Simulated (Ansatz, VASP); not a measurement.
# One calculation of Si, two programs

```
Si
1.0
     0.00000    2.73547    2.73547
     2.73547    0.00000    2.73547
     2.73547    2.73547    0.00000
Si
2
Direct
  0.87500 0.87500 0.87500
  0.12500 0.12500 0.12500
```

Alike in both runs: functional PBE; k mesh 10 × 10 × 10; occupations fermi-dirac, width 0.02 eV; no spin polarisation.

Ansatz relaxed the structure, and its values are those at the end. VASP's run is a single point on that final structure, the one shown.

|  | VASP | Ansatz |
| --- | --- | --- |
| version | VASP 6.6.1 | Ansatz 0.2.0 |
| potentials or method | VASP PAW PBE potentials, release 64 (Si) | PAW with Ansatz's default frozen-core files, scalar-relativistic |
| plane-wave cutoff (eV) | 500 | 420 |
| valence electrons in the cell | 8 | 8 |

Ansatz gave:

| Quantity | Value |
| --- | --- |
| pressure (GPa) | 0.0 |

Question: What did VASP give for the same quantities?

Answer: Pressure (GPa): -0.1.
